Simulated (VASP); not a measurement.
PbO:

```
Pb O
1.0
     3.97440    0.00000    0.00000
     0.00000    3.97440    0.00000
     0.00000    0.00000    5.02200
Pb O
2 2
Cartesian
  0.0000 1.9872 1.1807
  1.9872 0.0000 3.8413
  0.0000 0.0000 0.0000
  1.9872 1.9872 0.0000
```

- Program: VASP 6.6.1
- Task: relaxation of the atoms
- Functional: PBE
- Potentials or basis: VASP PAW PBE potentials, release 64 (Pb_d, O)
- Cutoff: 520 eV
- k mesh: 8 × 8 × 7
- Occupations: fermi-dirac, width 0.01 eV
- Spin: no spin polarisation

At the start: pressure 4.9 GPa; volume 19.83 Å³/atom.

How do energy, volume and symmetry change on relaxing?

Over 3 steps the energy falls by 3.6 meV/atom at a fixed cell; space group P4/nmm (No. 129, to 0.1 Å) before and after.

Step by step:
```
step  energy change (eV)  largest force (eV/Å)  pressure (GPa)
   1              0.0000                0.4956            4.95
   2             -0.0139                0.0857            3.62
   3             -0.0143                0.0015            3.36
```

Final structure:
```
Pb O
1.0
     3.97440    0.00000    0.00000
     0.00000    3.97440    0.00000
     0.00000    0.00000    5.02200
Pb O
2 2
Cartesian
  0.0000 1.9872 1.2096
  1.9872 0.0000 3.8124
  0.0000 0.0000 0.0000
  1.9872 1.9872 0.0000
```
